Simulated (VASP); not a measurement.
Wanted: the native input for a VASP 6.6.1 run.

| Item | Value |
| --- | --- |
| Task | single point |
| Functional | LDA |
| Potentials or basis | VASP PAW LDA potentials, release 64 (Hf_pv, O) |
| Cutoff | 520 eV |
| k mesh | 8 × 8 × 8 |
| Occupations | gaussian, width 0.01 eV |
| Spin | no spin polarisation |
| Dipole correction | no |
| Further INCAR settings | ALGO = Normal; EDIFF = 1e-06; NBANDS = 18 |

The structure of HfO2 lies in POSCAR:

```
HfO2
1.0
    0.0000000000      2.4837094525      2.4837094525
    2.4837094525      0.0000000000      2.4837094525
    2.4837094525      2.4837094525      0.0000000000
Hf O
1 2
Direct
    0.0000000000      0.0000000000      0.0000000000
    0.2500000000      0.2500000000      0.2500000000
    0.7500000000      0.7500000000      0.7500000000
```

This cell differs from its parent crystal: volume scaled by 0.98.

The input as run:

INCAR

```
  PREC = Accurate
  ENCUT = 520
  EDIFF = 1E-6
  ISMEAR = 0
  SIGMA = 0.01
  LREAL = F
  LASPH = T
  NELM = 80
  ALGO = Normal
  ISIF = 2
  LWAVE = F
  LCHARG = F
  GGA = CA
  NBANDS = 18
```

KPOINTS

```
Automatic mesh
0
Gamma
  8 8 8
```

Potentials or basis: VASP PAW LDA potentials, release 64 (Hf_pv, O).

Command:

```console
$ cat potpaw_LDA.64/Hf_pv/POTCAR potpaw_LDA.64/O/POTCAR > POTCAR
$ mpirun -np 1 vasp_std > vasp.out
```

Results of the run:

* Pressure: 2.6 GPa
* Band gap on the k mesh: 3.75 eV, direct

Caveat: spin-orbit coupling is left out, which moves the levels of the heavy elements.

It took 24 s on 1 thread of Intel(R) Xeon(R) Platinum 8259CL CPU @ 2.50GHz (Skylake/Cascade Lake), on a shared host, peak memory 0.15 GiB.
